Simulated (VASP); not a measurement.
Write the native input for VASP 6.6.1 that does the following.

| Quantity | Value |
| --- | --- |
| Task | single point |
| Functional | PBE |
| Potentials or basis | VASP PAW PBE potentials, release 64 (Cu, O) |
| Cutoff | 520 eV |
| k mesh | 7 × 7 × 4 |
| Occupations | gaussian, width 0.05 eV |
| Spin | collinear spin, antiferromagnetic start |
| Starting moments | [0.65, -0.65, 0.0, 0.0] μB |
| Hubbard terms | Cu d U = 7.0 eV |
| Dipole correction | no |
| Further INCAR settings | ALGO = Normal; EDIFF = 1e-06; NBANDS = 29 |

The structure of CuO lies in POSCAR:

```
CuO
1.0
    2.3418496200     -1.7112997200      0.0000000000
    2.3418496200      1.7112997200      0.0000000000
   -0.8500298600      0.0000000000      5.0578691900
Cu O
2 2
Direct
    0.0000000000      0.5000000000      0.0000000000
    0.5000000000      0.0000000000      0.5000000000
    0.5816000000      0.4184000000      0.2500000000
    0.4184000000      0.5816000000      0.7500000000
```

The input as run:

INCAR

```
SYSTEM = CuO
  PREC = Accurate
  ENCUT = 520
  EDIFF = 1E-6
  ISMEAR = 0
  SIGMA = 0.05
  LREAL = .FALSE.
  LASPH = .TRUE.
  NELM = 150
  ALGO = Normal
  ISIF = 2
  LWAVE = .FALSE.
  LCHARG = .FALSE.
  ISPIN = 2
  MAGMOM = 0.65 -0.65 0 0
  LORBIT = 11
  LMAXMIX = 4
  LDAU = .TRUE.
  LDAUTYPE = 2
  LDAUL = 2 -1
  LDAUU = 7 0
  LDAUJ = 0 0
  LDAUPRINT = 1
  GGA = PE
  NBANDS = 29
```

KPOINTS

```
regular mesh
0
G
  7 7 4
  0 0 0
```

Potentials or basis: VASP PAW PBE potentials, release 64 (Cu, O).

Run with:

```sh
$ cat potpaw_PBE.64/Cu/POTCAR potpaw_PBE.64/O/POTCAR > POTCAR
$ mpirun -np 1 vasp_std > vasp.out
```

It gave:

The pressure is 2.1 GPa and the largest force is 0.021 eV/Å. The band gap on the k mesh is 1.47 eV, indirect (least direct gap 1.68 eV). The net moment is 0.00 μB per cell, the site moments are Cu +0.67, -0.67; O +0.00 μB and the valence electrons inside the program's atomic spheres are Cu 9.93; O 5.00.

Wall time 97 s on 1 thread of Intel Xeon 6975P-C, with other jobs on the host, peak memory 0.24 GiB.
